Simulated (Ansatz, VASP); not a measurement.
## Two plane-wave programs on C

INCAR

```
SYSTEM = C
PREC = Accurate
ENCUT = 520
EDIFF = 1E-7
ISMEAR = 0
SIGMA = 0.05
LREAL = .False.
LASPH = .True.
NELM = 60
ALGO = Normal
ISIF = 2
LWAVE = .False.
LCHARG = .True.
GGA = CA
LELF = .True.
LVHAR = .True.
NBANDS = 31
```

File KPOINTS:

```
regular mesh
0
Gamma
  12 12 12
  0 0 0
```

Contents of POSCAR:

```
C
1.0
    1.2456453765      0.7191736934      9.6386449503
   -1.2456453765      0.7191736934      9.6386449503
    0.0000000000     -1.4383473869      9.6386449503
C
10
Direct
    0.0248185524      0.0248185524      0.0248185524
    0.9751814476      0.9751814476      0.9751814476
    0.1086956498      0.1086956498      0.1086956498
    0.8913043502      0.8913043502      0.8913043502
    0.1583656632      0.1583656632      0.1583656632
    0.8416343368      0.8416343368      0.8416343368
    0.3748645768      0.3748645768      0.3748645768
    0.6251354232      0.6251354232      0.6251354232
    0.4253218689      0.4253218689      0.4253218689
    0.5746781311      0.5746781311      0.5746781311
```

Input for Ansatz:

```yaml
crystal:
  lattice:
    - [1.2456453765, 0.7191736934, 9.6386449503]
    - [-1.2456453765, 0.7191736934, 9.6386449503]
    - [0.0, -1.4383473869, 9.6386449503]
  atoms:
    - { symbol: C, position: [0.0248185524, 0.0248185524, 0.0248185524] }
    - { symbol: C, position: [0.9751814476, 0.9751814476, 0.9751814476] }
    - { symbol: C, position: [0.1086956498, 0.1086956498, 0.1086956498] }
    - { symbol: C, position: [0.8913043502, 0.8913043502, 0.8913043502] }
    - { symbol: C, position: [0.1583656632, 0.1583656632, 0.1583656632] }
    - { symbol: C, position: [0.8416343368, 0.8416343368, 0.8416343368] }
    - { symbol: C, position: [0.3748645768, 0.3748645768, 0.3748645768] }
    - { symbol: C, position: [0.6251354232, 0.6251354232, 0.6251354232] }
    - { symbol: C, position: [0.4253218689, 0.4253218689, 0.4253218689] }
    - { symbol: C, position: [0.5746781311, 0.5746781311, 0.5746781311] }
basis:
  ecutwfc: 420
kpoints:
  mp_grid: { grid: [12, 12, 12] }
hamiltonian:
  xc: lda
scf:
  occupations: { method: gaussian, width: 0.05 }
output:
  forces: true
  stress: true
  eigenvalues: true
```

Change from the starting cell: strain -0.0600 x Voigt [0, 0, 1, 0, 0, 0], atoms carried along.

Alike in both runs: task single point; functional LDA; k mesh 12 × 12 × 12; occupations gaussian, width 0.05 eV; no spin polarisation.

|  | VASP | Ansatz |
| --- | --- | --- |
| version | VASP 6.6.1 | Ansatz 0.2.0 |
| potentials or method | VASP PAW LDA potentials, release 64 (C), cutoff 520 eV | scalar-relativistic, plane waves, PAW |
| valence electrons in the cell | 40 | 40 |

```csv
,VASP,Ansatz,Ansatz less VASP
gap on the k mesh at the Fermi level (eV),3.86,3.87,+0.010
least direct gap on the mesh (eV),4.74,4.75,+0.002
pressure (GPa),37.2,35.2,-1.95
"traceless stress, the component that is largest in VASP (GPa)",64.01,63.77,-0.242
rms of the force components (eV/Å),0.420,0.411,-0.0088
```

LDA's correlation is that of Perdew and Zunger in VASP and of Perdew and Wang (1992) in Ansatz. Atom by atom the forces differ by 0.009 eV/Å (rms over components). Both programs put the cell under a high pressure, so it lies far from rest at this level.
